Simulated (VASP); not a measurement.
SrC2: single point with LDA

SrC2:

```
Sr C
1.0
     2.61802    1.51151    2.21440
    -2.61802    1.51151    2.21440
     0.00000   -3.02303    2.21440
Sr C
1 2
Cartesian
  0.0000 0.0000 0.0000
  0.0000 0.0000 3.9298
  0.0000 0.0000 2.7134
```

This cell differs from its parent crystal: strain +0.040 along x and y, -0.040 along z.

```yaml
Program: VASP 6.6.1
Task: single point
Functional: LDA
Potentials_or_basis: VASP PAW LDA potentials, release 64 (Sr_sv, C)
Cutoff: 520 eV
k_mesh: 9 × 9 × 9
Occupations: gaussian, width 0.05 eV
Spin: no spin polarisation
```

- Pressure: -0.1 GPa
- Largest force: 3.650 eV/Å
- Band gap on the k mesh: 1.77 eV (least direct gap 2.76 eV)

Forces in eV/Å, atoms in the order of the input:
```
Sr   0.000  0.000  0.000
C    0.000  0.000  3.650
C    0.000  0.000 -3.650
```

Stress tensor (GPa, compression positive):
```
-6.70  0.00  0.00
 0.00 -6.70  0.00
 0.00  0.00 13.18
```

Levels at points of the mesh, in eV from the valence-band top:
```tsv
k point	band 7	band 8	band 9	band 10	band 11	band 12
(0.00, 0.00, 0.00)	-2.12	-0.99	-0.99	1.77	1.77	5.89
```

Run time: 63 s on 1 thread of AMD EPYC 7R13, on a shared host, peak memory 0.16 GiB.

Caveat: the cell differs from its parent crystal (strain +0.040 along x and y, -0.040 along z); an odd mesh through Γ misses points on the zone boundary, where band edges can lie; forces of over 1 eV/Å act on the atoms, so gaps and moduli don't describe the material at rest.
